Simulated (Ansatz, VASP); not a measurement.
Cu5Mo in VASP and in Ansatz

```xyz
6
Lattice="2.6001 0.0000 0.0000 0.0000 2.6001 0.0000 0.0000 0.0000 11.1679" Properties=species:S:1:pos:R:3 pbc="T T T"
Cu    1.3000    1.3000    3.8098
Cu    1.3000    1.3000    7.3581
Cu    0.0000    0.0000    2.0200
Cu    0.0000    0.0000    9.1479
Cu    0.0000    0.0000    5.5839
Mo    1.3000    1.3000    0.0000
```

Change from the starting cell: species swapped into the Hf5Pb type (P4/mmm, No. 123).

Alike in both runs: functional PBE; k mesh 6 × 6 × 2; occupations gaussian, width 0.2 eV; no spin polarisation.

Ansatz relaxed the structure, and its values are those at the end. VASP's run is a single point on that final structure, the one shown.

```csv
,VASP,Ansatz
version,VASP 6.6.1,Ansatz 0.2.0
potentials or method,"VASP PAW PBE potentials, release 64 (Cu, Mo_sv), cutoff 520 eV","scalar-relativistic, plane waves, PAW"
valence electrons in the cell,69,109
```

```tsv
	VASP	Ansatz	Ansatz less VASP
gap on the k mesh at the Fermi level (eV)	none	none	-
pressure (GPa)	0.6	0.0	-0.55
rms of the force components (eV/Å)	0.030	0.028	-0.0021
```

A gap of «none» marks a metal or a gap that the smearing closes. With one functional, cell and mesh, what is left measures potentials, basis and numerics. VASP's potentials hold 69 valence electrons a cell and Ansatz's 109, so a difference there can come from the potentials and not from the codes.

The k mesh is coarse, so the values compare programs but aren't converged.
